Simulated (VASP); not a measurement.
# Al3GaN4: single point with r2SCAN

Crystal: Al3GaN4.

```
CELL_PARAMETERS angstrom
4.41562 0.00000 0.00000
0.00000 4.41562 0.00000
0.00000 0.00000 4.41562
ATOMIC_POSITIONS crystal
Al 0.50000 0.50000 0.00000
Al 0.50000 0.00000 0.50000
Al 0.00000 0.50000 0.50000
Ga 0.00000 0.00000 0.00000
N 0.74447 0.74447 0.25553
N 0.74447 0.25553 0.74447
N 0.25553 0.74447 0.74447
N 0.25553 0.25553 0.25553
```

```
Program                : VASP 6.6.1
Task                   : single point
Functional             : r2SCAN
Potentials or basis    : VASP PAW PBE potentials, release 64 (Al, Ga_d, N_h)
Cutoff                 : 910 eV
k mesh                 : 6 × 6 × 6
Occupations            : gaussian, width 0.02 eV
Spin                   : no spin polarisation
Dipole correction      : no
Further INCAR settings : ALGO = Normal; EDIFF = 1e-06; NBANDS = 31
```

```
Pressure               : -2.2 GPa
Largest force          : 0.076 eV/Å
Band gap on the k mesh : 3.99 eV
```

Forces on the atoms (eV/Å):
```
Al   0.000  0.000  0.000
Al   0.000  0.000  0.000
Al   0.000  0.000  0.000
Ga   0.000  0.000  0.000
N   -0.044 -0.044  0.044
N   -0.044  0.044 -0.044
N    0.044 -0.044 -0.044
N    0.044  0.044  0.044
```

Levels at points of the mesh, in eV from the valence-band top:
```
           k point  band 17  band 18  band 19  band 20  band 21  band 22  band 23  band 24  band 25  band 26
(0.00, 0.00, 0.00)    -2.01    -2.01     0.00     0.00     0.00     3.99     3.99     3.99     4.02     7.71
(0.50, 0.00, 0.00)    -2.64    -1.24    -1.24    -0.94    -0.94     6.21     6.26     6.75     6.75     9.21
(0.50, 0.50, 0.00)    -2.56    -0.87    -0.58    -0.52    -0.52     7.94     8.26     8.26     8.51     8.78
(0.50, 0.50, 0.50)    -0.63    -0.63    -0.36    -0.36    -0.36     6.10     7.72     7.72     7.72    10.34
```

It took 3.4 min on 1 thread of Intel(R) Xeon(R) 6975P-C (Granite Rapids), on a shared host, peak memory 0.42 GiB.

Caveat: the cutoff is under 1.25 times the usual one of these potentials, so pressure, stress and relaxed cells hold a basis-set (Pulay) error; the PAW data sets were made with another functional, which shifts forces and pressure a little. A k mesh can miss the band edges.
